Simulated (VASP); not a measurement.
# Hf (Cmce) in VASP: single point with PBEsol

Aim: the single point of Hf with PBEsol.

Everything below comes from runs of VASP 6.6.1. Logs are shortened: lines on timing, memory, paths and dates and some standing lists are left out, and cuts for length are marked.

## 1. The cell of the first run

It takes space group Cmce (No. 64, orthorhombic). The conventional cell has a = 3.540 Å, b = 11.230 Å, c = 4.685 Å, α = 90.00°, β = 90.00°, γ = 90.00°. Hf (site symmetry m) has 3 Hf at 2.32 to 2.36 Å within 3.1 Å.

## 2. Single point, PBEsol

INCAR

```
SYSTEM = Hf
PREC     = Accurate       ! precision mode
ENCUT    = 500            ! plane-wave cutoff, eV
EDIFF    = 1E-6           ! SCF threshold, eV
ISMEAR   = 0              ! smearing method
SIGMA    = 0.1            ! smearing width, eV
LREAL    = .False.        ! projectors in reciprocal space
LASPH    = .True.         ! aspherical terms in the spheres
NELM     = 120            ! most SCF steps
ALGO     = Normal         ! electronic algorithm
ISIF     = 2              ! what is computed and relaxed
LWAVE    = .False.        ! write WAVECAR
LCHARG   = .False.        ! write CHGCAR
GGA      = PS             ! functional
NBANDS   = 28             ! bands
GGA_COMPAT= .False.
```

KPOINTS

```
regular mesh
0
Gamma
  6 6 4
  0 0 0
```

POSCAR

```
Hf
1.0
    1.7701402080     -5.6152483939      0.0000000000
    1.7701402080      5.6152483939      0.0000000000
    0.0000000000      0.0000000000      4.6847215172
Hf
4
Direct
    0.0980000000      0.9020000000      0.9100000000
    0.5980000000      0.4020000000      0.5900000000
    0.9020000000      0.0980000000      0.0900000000
    0.4020000000      0.5980000000      0.4100000000
```

Potentials or basis: VASP PAW PBE potentials, release 64 (Hf_pv).

Run with:

```console
$ cat potpaw_PBE.64/Hf_pv/POTCAR > POTCAR
$ mpirun -np 1 vasp_std > vasp.out
```

OUTCAR:

```text
SYSTEM = Hf
   PREC = Accurate
   ENCUT = 500
   EDIFF = 1E-6
   ISMEAR = 0
   LREAL = .False.
   LASPH = .True.
   NELM = 120
   ISIF = 2
   GGA = PS

 ion  position               nearest neighbor table
   1  0.098  0.902  0.910-   2 2.32   2 2.32   3 2.36   2 3.64   2 3.64   4 3.67   4 3.67   4 3.67
                             4 3.67
   2  0.598  0.402  0.590-   1 2.32   1 2.32   4 2.36   1 3.64   1 3.64   3 3.67   3 3.67   3 3.67
                             3 3.67
   3  0.902  0.098  0.090-   4 2.32   4 2.32   1 2.36   4 3.64   4 3.64   2 3.67   2 3.67   2 3.67
                             2 3.67
   4  0.402  0.598  0.410-   3 2.32   3 2.32   2 2.36   3 3.64   3 3.64   1 3.67   1 3.67   1 3.67
                             1 3.67

  LATTYP: Found a base centered orthorhombic cell.
 ALAT       =     3.5402804160
 B/A-ratio  =     3.1722054380
 C/A-ratio  =     1.3232628399

  Lattice vectors:

 A1 = (   1.7701402080,  -5.6152483939,   0.0000000000)
 A2 = (   1.7701402080,   5.6152483939,   0.0000000000)
 A3 = (   0.0000000000,   0.0000000000,   4.6847215172)

Analysis of symmetry for initial positions (statically):
=====================================================================
 Subroutine PRICEL returns:
 Original cell was already a primitive cell.

 Routine SETGRP: Setting up the symmetry group for a
 base centered orthorhombic supercell.

 Subroutine GETGRP returns: Found  8 space group operations
 (whereof  4 operations were pure point group operations)
 out of a pool of  8 trial point group operations.

The static configuration has the point symmetry C_2h.
 The point group associated with its full space group is D_2h.

Analysis of symmetry for dynamics (positions and initial velocities):
=====================================================================
 Subroutine PRICEL returns:
 Original cell was already a primitive cell.

 Routine SETGRP: Setting up the symmetry group for a
 base centered orthorhombic supercell.

 Subroutine GETGRP returns: Found  8 space group operations
 (whereof  4 operations were pure point group operations)
 out of a pool of  8 trial point group operations.

The dynamic configuration has the point symmetry C_2h.
 The point group associated with its full space group is D_2h.

 Subroutine INISYM returns: Found  8 space group operations
 (whereof  4 operations are pure point group operations),
 and found     1 'primitive' translations

----------------------------------------------------------------------------------------

                                     Primitive cell

  volume of cell :      93.1302

  direct lattice vectors                    reciprocal lattice vectors
     1.770140208 -5.615248394  0.000000000     0.282463501 -0.089043256  0.000000000
     1.770140208  5.615248394  0.000000000     0.282463501  0.089043256  0.000000000
     0.000000000  0.000000000  4.684721517     0.000000000  0.000000000  0.213459860

  length of vectors
     5.887649011  5.887649011  4.684721517     0.296166053  0.296166053  0.213459860

  position of ions in fractional coordinates (direct lattice)
     0.098000000  0.902000000  0.910000000
     0.598000000  0.402000000  0.590000000
     0.902000000  0.098000000  0.090000000
     0.402000000  0.598000000  0.410000000

  ion indices of the primitive-cell ions
   primitive index   ion index
                 1           1
                 2           2
                 3           3
                 4           4

----------------------------------------------------------------------------------------

 KPOINTS: regular mesh

Automatic generation of k-mesh.
 Grid dimensions read from file:
 generate k-points for:    6    6    4

 Generating k-lattice:

  Cartesian coordinates                     Fractional coordinates (reciprocal lattice)
     0.047077250 -0.014840543  0.000000000     0.166666667  0.000000000  0.000000000
     0.047077250  0.014840543  0.000000000     0.000000000  0.166666667  0.000000000
     0.000000000  0.000000000  0.053364965     0.000000000  0.000000000  0.250000000

  Length of vectors
     0.049361009  0.049361009  0.053364965

  Shift w.r.t. Gamma in fractional coordinates (k-lattice)
     0.000000000  0.000000000  0.000000000

 Subroutine IBZKPT returns following result:
 ===========================================

 Found     39 irreducible k-points:

 Following reciprocal coordinates:
            Coordinates               Weight
  0.000000  0.000000  0.000000      1.000000
  0.166667  0.000000  0.000000      4.000000
  0.333333  0.000000  0.000000      4.000000
  0.500000  0.000000  0.000000      2.000000
  0.166667  0.166667  0.000000      2.000000
  0.333333  0.166667  0.000000      4.000000
[... 16 lines left out ...]
  0.333333  0.333333  0.250000      4.000000
  0.500000  0.333333  0.250000      8.000000
 [... further k-points ...]
   k-points           NKPTS =     39   k-points in BZ     NKDIM =     39   number of bands    NBANDS=     28
   number of dos      NEDOS =    301   number of ions     NIONS =      4
   total plane-waves  NPLWV =  82944
   dimension x,y,z NGX =    48 NGY =   48 NGZ =   36
   dimension x,y,z NGXF=    96 NGYF=   96 NGZF=   72
   ions per type =               4
   NGX,Y,Z   is equivalent  to a cutoff of  13.55, 13.55, 12.78 a.u.
   NGXF,Y,Z  is equivalent  to a cutoff of  27.11, 27.11, 25.55 a.u.
 SYSTEM =  Hf
   PREC   = accura    normal or accurate (medium, high low for compatibility)
   ISTART =      0    job   : 0-new  1-cont  2-samecut
   ICHARG =      2    charge: 1-file 2-atom 10-const
   ISPIN  =      1    spin polarized calculation?
   LNONCOLLINEAR =      F non collinear calculations
   LSORBIT =      F    spin-orbit coupling
   LASPH  =      T    aspherical Exc in radial PAW
   ENCUT  =  500.0 eV  36.75 Ry    6.06 a.u.  10.73 10.73  8.54*2*pi/ulx,y,z
   NELM   =    120;   NELMIN=  2; NELMDL= -5     # of ELM steps
   EDIFF  = 0.1E-05   stopping-criterion for ELM
   LREAL  =      F    real-space projection
   EDIFFG = 0.1E-04   stopping-criterion for IOM
   NSW    =      0    number of steps for IOM
   IBRION =     -1    ionic relax: 0-MD 1-quasi-New 2-CG
   NFREE  =      0    steps in history (QN), initial steepest desc. (CG)
   ISIF   =      2    stress and relaxation
   ISYM   =      2    0-nonsym 1-usesym 2-fastsym
   POTIM  = 0.5000    time-step for ionic-motion
   TEBEG  =    0.0;   TEEND  =   0.0 temperature during run
   PSTRESS=    0.0 pullay stress
   NELECT =      40.0000    total number of electrons
   NUPDOWN=      -1.0000    fix difference up-down
   EMIN   =  10.00;   EMAX   =-10.00  energy-range for DOS
   EFERMI =   0.00;   METHOD = LEGACY
   ISMEAR =     0;   SIGMA  =   0.10  broadening in eV -4-tet -1-fermi 0-gaus
   EFERMI_NEDOS =   21; number of points for ismear=-14 and -15
   IALGO  =     38    algorithm
   IMIX   =      4    mixing-type and parameters
     AMIX     =   0.40;   BMIX     =  1.00
     AMIX_MAG =   1.60;   BMIX_MAG =  1.00
  volume/ion in A,a.u.               =      23.28       157.12
  Fermi-wavevector in a.u.,A,eV,Ry     =   1.235183  2.334158 20.758101  1.525677
  Thomas-Fermi vector in A             =   2.369843
   LORBIT       =      0    0 simple, 1 ext, 2 COOP (PROOUT), +10 PAW based schemes
   GGA     = PS    functional components
   LHFCALC =     F    Hartree Fock is set to
   AEXX    =    0.0000 exact exchange contribution
   IVDW    =     0    specifies the selected vdW correction
   LEPSILON=     F    determine dielectric tensor
   LRPA    =     F    only Hartree local field effects (RPA)
 non-spin polarized calculation
 Gauss-broadening in eV      SIGMA  =   0.10
  energy-cutoff  :      500.00
  volume of cell :       93.13
 maximum number of plane-waves:      2398
 NGX is ok and might be reduce to    48
   NGX = 21   NGY = 21   NGZ = 17

 number of electron      40.0000001 magnetization

 Free energy of the ion-electron system (eV)
  ---------------------------------------------------
  ext. energy  EPLUGINS =         0.00000000
  ---------------------------------------------------
  free energy    TOTEN  =       -30.68527235 eV

  energy without entropy =      -30.67052997  energy(sigma->0) =      -30.67790116

 E-fermi :   3.9357     XC(G=0): -10.8465

 val. band max:        3.8986825790   @ k =  -0.3333   0.1667   0.2500
 cond. band min:       3.9762346719   @ k =   0.5000   0.3333   0.5000
 fundamental gap:      0.0775520928
 Fermi energy:         3.9357019039

 k-point     1 :       0.0000    0.0000    0.0000
  band No.  band energies     occupation
      1     -28.3282      2.00000
      2     -28.1981      2.00000
      3     -27.9030      2.00000
      4     -27.6659      2.00000
      5     -27.3910      2.00000
      6     -27.2250      2.00000
[... 20 lines left out ...]
     27       6.3740      0.00000
     28       7.1270      0.00000

 k-point     2 :       0.1667    0.0000    0.0000
  band No.  band energies     occupation
      1     -28.3114      2.00000
      2     -28.2854      2.00000
      3     -27.9881      2.00000
      4     -27.7406      2.00000
      5     -27.3912      2.00000
      6     -27.3260      2.00000
[... 20 lines left out ...]
     27       6.7106      0.00000
     28       7.2461      0.00000

 k-point     3 :       0.3333    0.0000    0.0000
  band No.  band energies     occupation
      1     -28.3942      2.00000
      2     -28.3109      2.00000
      3     -28.0991      2.00000
      4     -27.9177      2.00000
      5     -27.4898      2.00000
      6     -27.4378      2.00000
[... 20 lines left out ...]
     27       5.9379      0.00000
     28       6.9603      0.00000

 k-point     4 :       0.5000    0.0000    0.0000
  band No.  band energies     occupation
      1     -28.3793      2.00000
      2     -28.3793      2.00000
      3     -28.0750      2.00000
      4     -28.0750      2.00000
      5     -27.5116      2.00000
      6     -27.5116      2.00000
[... 20 lines left out ...]
     27       6.0538      0.00000
     28       6.0538      0.00000

 k-point     5 :       0.1667    0.1667    0.0000
  band No.  band energies     occupation
      1     -28.3932      2.00000
      2     -28.3129      2.00000
      3     -28.0983      2.00000
      4     -27.9195      2.00000
      5     -27.4911      2.00000
      6     -27.4396      2.00000
[... 20 lines left out ...]
     27       6.0724      0.00000
     28       7.9043      0.00000

 k-point     6 :       0.3333    0.1667    0.0000
  band No.  band energies     occupation
      1     -28.3811      2.00000
      2     -28.3775      2.00000
      3     -28.0780      2.00000
      4     -28.0719      2.00000
      5     -27.5120      2.00000
      6     -27.5111      2.00000
[... 463 lines left out ...]
      5     -27.4379      2.00000
      6     -27.3403      2.00000
[... 20 lines left out ...]
     27       7.0966      0.00000
     28       7.8052      0.00000

 k-point    22 :      -0.1667    0.1667    0.2500
  band No.  band energies     occupation
      1     -28.2252      2.00000
      2     -28.1544      2.00000
      3     -27.9433      2.00000
      4     -27.6905      2.00000
      5     -27.4677      2.00000
      6     -27.2561      2.00000
[... 20 lines left out ...]
     27       7.1033      0.00000
     28       8.0582      0.00000

 k-point    23 :       0.3333    0.3333    0.2500
  band No.  band energies     occupation
      1     -28.3892      2.00000
      2     -28.2752      2.00000
      3     -28.1640      2.00000
      4     -27.9758      2.00000
      5     -27.4574      2.00000
      6     -27.4239      2.00000
[... 20 lines left out ...]
     27       7.3650      0.00000
     28       7.5586      0.00000

 k-point    24 :       0.5000    0.3333    0.2500
  band No.  band energies     occupation
      1     -28.2634      2.00000
      2     -28.2285      2.00000
      3     -28.0263      2.00000
      4     -27.7689      2.00000
      5     -27.4354      2.00000
      6     -27.3356      2.00000
[... 20 lines left out ...]
     27       7.2834      0.00000
     28       7.6261      0.00000

 [... further k-points ...]

------------------------ aborting loop because EDIFF is reached ----------------------------------------

  FORCE on cell =-STRESS in cart. coord.  units (eV):
  Direction    XX          YY          ZZ          XY          YZ          ZX
  --------------------------------------------------------------------------------------
  -------------------------------------------------------------------------------------
  Total       13.6311569      6.6015058     11.3548295      0.0000000      0.0000000      0.0000000
  in kB      234.5054203    113.5698834    195.3443198      0.0000000      0.0000000      0.0000000
  external PRESSURE =     181.1398745 kB  Pullay stress =       0.0000000 kB

 VOLUME and BASIS-vectors are now :
 -----------------------------------------------------------------------------
  energy-cutoff  :      500.00
  volume of cell :       93.13
      direct lattice vectors                 reciprocal lattice vectors
     1.770140208 -5.615248394  0.000000000     0.282463501 -0.089043256  0.000000000
     1.770140208  5.615248394  0.000000000     0.282463501  0.089043256  0.000000000
     0.000000000  0.000000000  4.684721517     0.000000000  0.000000000  0.213459860

 POSITION                                       TOTAL-FORCE (eV/Angst)
 -----------------------------------------------------------------------------------
      1.77014      4.51466      4.26310         0.000000     -3.691144      5.194093
      1.77014     -1.10059      2.76399         0.000000     -3.691144     -5.194093
      1.77014     -4.51466      0.42162         0.000000      3.691144     -5.194093
      1.77014      1.10059      1.92074         0.000000      3.691144      5.194093
 -----------------------------------------------------------------------------------
    total drift:                                0.000000      0.000000      0.000000

  FREE ENERGIE OF THE ION-ELECTRON SYSTEM (eV)
  ---------------------------------------------------
  free  energy   TOTEN  =       -30.6852723517 eV

  energy  without entropy=      -30.6705299659  energy(sigma->0) =      -30.67790116
```

Wall time 2.6 min (1 thread of AMD EPYC 7R13, shared host); peak memory 0.29 GiB.

Results:

```
Free energy            : -30.6853 eV
Pressure               : 18.1 GPa
Largest force          : 6.372 eV/Å
Band gap on the k mesh : zero (bands 20 and 21 overlap by 1.34 eV)
```

Forces in eV/Å, atoms in the order of the input:
```
Hf   0.000 -3.691  5.194
Hf   0.000 -3.691 -5.194
Hf   0.000  3.691 -5.194
Hf   0.000  3.691  5.194
```

Stress tensor (GPa, compression positive):
```
23.45  0.00  0.00
 0.00 11.36  0.00
 0.00  0.00 19.53
```

Caveat: the stress differs along the axes, from 11 to 23 GPa; the PAW data sets were made with another functional, which shifts forces and pressure a little; spin-orbit coupling is left out, which moves the levels of the heavy elements.

The gap in the log of VASP goes by the Fermi energy; the results here count the filled bands.